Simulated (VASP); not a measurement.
AlNi3: single point with PBEsol

AlNi3:

```
Ni Al
1.0
     0.00000    2.79851    2.79851
     2.79851    0.00000    2.79851
     2.79851    2.79851    0.00000
Ni Al
3 1
Direct
  0.75000 0.75000 0.75000
  0.00000 0.00000 0.00000
  0.25000 0.25000 0.25000
  0.50000 0.50000 0.50000
```

```json
{"Program": "VASP 6.6.1", "Task": "single point", "Functional": "PBEsol", "Potentials or basis": "VASP PAW PBE potentials, release 64 (Ni, Al)", "Cutoff": "520 eV", "k mesh": "8 × 8 × 8", "Occupations": "fermi-dirac, width 0.05 eV", "Spin": "collinear spin, ferromagnetic start", "Starting moments": "[1.0, 1.0, 1.0, 0.0] μB"}
```

```
Pressure                                              : 0.1 GPa
Net moment                                            : 0.00 μB per cell
Valence electrons inside the program's atomic spheres : Ni 9.47, 9.42; Al 0.82
```

Levels at points of the mesh, in eV from the Fermi level:
Spin up:
```
           k point  band 14  band 15  band 16  band 17  band 18  band 19
(0.00, 0.00, 0.00)    -0.55    -0.51    -0.51     5.46     5.46     5.46
(0.50, 0.00, 0.00)    -0.64    -0.47    -0.47    -0.14     4.34     4.34
(0.50, 0.50, 0.00)    -0.74    -0.58    -0.36    -0.35    -0.35    -0.03
```
Spin down:
| k point | band 13 | band 14 | band 15 | band 16 | band 17 | band 18 | band 19 | band 20 |
| --- | --- | --- | --- | --- | --- | --- | --- | --- |
| (0.00, 0.00, 0.00) | -0.55 | -0.55 | -0.51 | -0.51 | 5.46 | 5.46 | 5.46 | 5.96 |
| (0.50, 0.00, 0.00) | -0.64 | -0.64 | -0.47 | -0.47 | -0.14 | 4.34 | 4.34 | 4.83 |
| (0.50, 0.50, 0.00) | -1.05 | -0.74 | -0.58 | -0.36 | -0.35 | -0.35 | -0.03 | 4.29 |

It took 62 s on 1 thread of Intel(R) Xeon(R) Platinum 8488C (Sapphire Rapids) (shared host), peak memory 0.21 GiB.

Caveat: the PAW data sets were made with another functional, which shifts forces and pressure a little.
